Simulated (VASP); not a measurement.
Runs of VASP 6.6.1 on NaB. The structure is that of space group Fm-3m (No. 225), or close to it. The cells are those of the table. 

```csv
task,cell,gap on the mesh (eV),pressure (GPa)
single point,"a = 3.372 Å, angles 60.0°, 2 atoms",none,20.1
relaxation of cell and atoms,"relaxed to 10 GPa from a = 3.796 Å, angles 60.0°, 2 atoms",none,10.0
single point,"a = 3.273 Å, angles 60.0°, 2 atoms",none,30.2
relaxation of cell and atoms,"relaxed from a = 3.796 Å, angles 60.0°, 2 atoms",none,0.1
relaxation of cell and atoms,"relaxed to 20 GPa from a = 3.796 Å, angles 60.0°, 2 atoms",none,20.1
relaxation of cell and atoms,"relaxed to 30 GPa from a = 3.796 Å, angles 60.0°, 2 atoms",none,30.1
single point,"a = 3.197 Å, angles 60.0°, 2 atoms",none,(a)
single point,"a = 3.518 Å, angles 60.0°, 2 atoms",none,10.1
```

Alike in all rows: level PBE; potentials or basis VASP PAW PBE potentials, release 64 (Na_pv, B); no spin polarisation; k mesh 7 × 7 × 7; cutoff (eV) 500; smearing fermi-dirac 0.1 eV.

Q: Estimate the missing entries.

A: (a) 40.3.

Caveats: the cell stands under pressure (at least some runs); the cell is relaxed towards a set pressure, so the run minimises the enthalpy, not the energy (at least some runs).

A gap of «none» marks levels without a gap at the run's occupations.
